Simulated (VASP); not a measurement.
**SrO: relaxation of cell and atoms with PBE**

SrO:

```
Sr O
1.0
     3.53116    0.00000    0.00000
    -1.76558    3.05807    0.00000
     0.00000    0.00000    3.20669
Sr O
1 1
Direct
  0.66667 0.33333 0.50000
  0.33333 0.66667 0.00000
```

The cell was generated, and may not be a known phase.

```
Program                : VASP 6.6.1
Task                   : relaxation of cell and atoms
Functional             : PBE
Potentials or basis    : VASP PAW PBE potentials, release 64 (Sr_sv, O)
Cutoff                 : 600 eV
k mesh                 : 6 × 6 × 8
Occupations            : gaussian, width 0.02 eV
Spin                   : no spin polarisation
Dipole correction      : no
Further INCAR settings : ALGO = Normal; EDIFF = 1e-06; IBRION = 2; EDIFFG = -0.01; NSW = 100; ISIF = 3
```

| Quantity | Value |
| --- | --- |
| Relaxed volume | 17.43 Å³/atom |
| Relaxed cell | a = 3.539 Å, b = 3.539 Å, c = 3.214 Å, α = 90.00°, β = 90.00°, γ = 120.00° |
| Space group after relaxing (to 0.1 Å) | P-6m2 (No. 187) |
| Energy gained by relaxing | 0.2 meV/atom |
| Ionic steps | 3 |
| Pressure after relaxing | 0.0 GPa |
| Band gap on the k mesh | 2.78 eV |

Stress tensor (GPa, compression positive):
```
 0.03  0.00  0.00
 0.00  0.03  0.00
 0.00  0.00 -0.08
```

Step by step:
| step | energy change (eV) | largest force (eV/Å) | pressure (GPa) | volume (Å³) |
| --- | --- | --- | --- | --- |
| 1 | 0.0000 | 0.0000 | 0.56 | 34.63 |
| 2 | -0.0004 | 0.0000 | -0.14 | 34.93 |
| 3 | -0.0004 | 0.0000 | 0.00 | 34.87 |

Final structure:
```yaml
crystal:
  lattice:
    - [3.53929, 0.00000, 0.00000]
    - [-1.76964, 3.06511, 0.00000]
    - [0.00000, 0.00000, 3.21393]
  atoms:
    - { symbol: Sr, position: [0.66667, 0.33333, 0.50000] }
    - { symbol: O, position: [0.33333, 0.66667, 0.00000] }
```

Levels at points of the mesh, in eV from the valence-band top:
```
           k point  band 4  band 5  band 6  band 7  band 8  band 9  band 10  band 11  band 12
(0.00, 0.00, 0.00)  -14.89  -14.66   -0.80   -0.80    0.00    2.78     3.94     7.58     7.58
(0.50, 0.00, 0.00)  -14.52  -13.82   -2.09   -0.61   -0.40    3.48     6.62     8.97     9.27
(0.00, 0.00, 0.50)  -14.74  -13.46   -2.50   -0.62   -0.62    5.96     6.41     6.41     7.69
(0.50, 0.00, 0.50)  -14.93  -14.82   -1.63   -1.32   -1.26    5.07     6.16     9.24    10.50
```

It took 22 s on 1 thread of Intel(R) Xeon(R) Platinum 8488C (Sapphire Rapids) (shared host), peak memory 0.17 GiB.
